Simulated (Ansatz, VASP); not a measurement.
## BaH in VASP and in Ansatz

```xyz
2
Lattice="3.5693 0.0000 0.0000 0.0000 3.5693 0.0000 0.0000 0.0000 3.5693" Properties=species:S:1:pos:R:3 pbc="T T T"
Ba    0.0000    0.0000    0.0000
H     1.7846    1.7846    1.7846
```

Change from the starting cell: species swapped into the YCu type (Pm-3m, No. 221).

Alike in both runs: functional PBE; k mesh 16 × 16 × 16; occupations gaussian, width 0.1 eV; no spin polarisation.

Ansatz relaxed the structure, and its values are those at the end. VASP's run is a single point on that final structure, the one shown.

```csv
,VASP,Ansatz
version,VASP 6.6.1,Ansatz 0.2.0
potentials or method,"VASP PAW PBE potentials, release 64 (Ba_sv, H), cutoff 520 eV","scalar-relativistic, plane waves, PAW"
valence electrons in the cell,11,11
```

Ansatz gave:

```
gap on the k mesh at the Fermi level (eV) : none
pressure (GPa)                            : 0.0
```

Question: What did VASP give for the same quantities?

Answer: gap on the k mesh at the Fermi level (eV): none; pressure (GPa): 0.7.

A gap of «none» marks a metal or a gap that the smearing closes. With one functional, cell and mesh, what is left measures potentials, basis and numerics.

Spin-orbit coupling is off throughout.
